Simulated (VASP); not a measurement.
Runs of VASP 6.6.1 on Ni. The structure is that of space group Im-3m (No. 229), or close to it. The cells are those of the table. 

```tsv
cell	gap on the mesh (eV)	pressure (GPa)	moment (μB)
a = 2.397 Å, angles 109.5°, 1 atom	none	(a)	0.41
a = 2.547 Å, angles 109.5°, 1 atom	none	-31.9	(c)
a = 2.489 Å, angles 109.5°, 1 atom	none	-26.6	(b)
a = 2.444 Å, angles 109.5°, 1 atom	none	-20.2	0.49
```

Alike in all rows: task single point; level LDA; potentials or basis VASP PAW LDA potentials, release 64 (Ni); spin collinear, ferromagnetic start; k mesh 17 × 17 × 17; cutoff (eV) 520; smearing fermi-dirac 0.05 eV.

Q: Estimate the missing entries.

A: (a) -10.9; (b) 0.54; (c) 0.59.

A gap of «none» marks levels without a gap at the run's occupations.
